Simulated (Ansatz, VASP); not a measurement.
# Two plane-wave programs on Si2W

```
Si W
1.0
     3.21380    0.00000    0.00000
     0.00000    3.21380    0.00000
    -1.60690   -1.60690    3.91495
Si W
2 1
Cartesian
  0.0000 0.0000 2.6207
  1.5970 1.5591 1.2837
  0.0000 0.0000 0.0000
```

Alike in both runs: task single point; functional PBE; k mesh 12 × 12 × 12; occupations gaussian, width 0.05 eV; no spin polarisation.

|  | VASP | Ansatz |
| --- | --- | --- |
| version | VASP 6.6.1 | Ansatz 0.2.0 |
| potentials or method | VASP PAW PBE potentials, release 64 (Si, W_sv), cutoff 520 eV | scalar-relativistic, plane waves, PAW |
| valence electrons in the cell | 22 | 22 |

```tsv
	VASP	Ansatz	Ansatz less VASP
gap on the k mesh at the Fermi level (eV)	none	none	-
pressure (GPa)	3.6	3.5	-0.07
traceless stress, the component that is largest in VASP (GPa)	0.38	0.37	-0.004
rms of the force components (eV/Å)	0.202	0.201	-0.0008
```

Atom by atom the forces differ by 0.001 eV/Å (rms over components). A gap of «none» marks a metal or a gap that the smearing closes. With one functional, cell and mesh, what is left measures potentials, basis and numerics.

Spin-orbit coupling is off throughout.
